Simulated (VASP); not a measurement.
A run of VASP 6.6.1:

INCAR

```
SYSTEM = Sn
PREC = Accurate
ENCUT = 600
EDIFF = 1E-6
ISMEAR = -1
SIGMA = 0.05
LREAL = .FALSE.
LASPH = .TRUE.
NELM = 80
ALGO = Normal
ISIF = 3
LWAVE = .FALSE.
LCHARG = .FALSE.
GGA = PE
IBRION = 2
NSW = 60
EDIFFG = -0.005
PSTRESS = 14.0
```

The input KPOINTS:

```
regular mesh
0
G
  10 10 10
  0 0 0
```

File POSCAR:

```
Sn
1.0
    0.0000000000      3.2137142132      3.2137142132
    3.2137142132      0.0000000000      3.2137142132
    3.2137142132      3.2137142132      0.0000000000
Sn
2
Direct
   -0.1250000000     -0.1250000000     -0.1250000000
    0.1250000000      0.1250000000      0.1250000000
```

Potentials or basis: VASP PAW PBE potentials, release 64 (Sn_d).

Run with:

```bash
$ cat potpaw_PBE.64/Sn_d/POTCAR > POTCAR
$ mpirun -np 1 vasp_std > vasp.out
```

Hardware: 1 thread of Intel Xeon 8259CL (shared host).

**Question.** How long does it take, and how much memory?

**Answer.** It took 2.9 min on 1 thread of Intel Xeon 8259CL, on a shared host, peak memory 0.25 GiB. Counts: scf iterations 29, k points 47, ion steps 3.
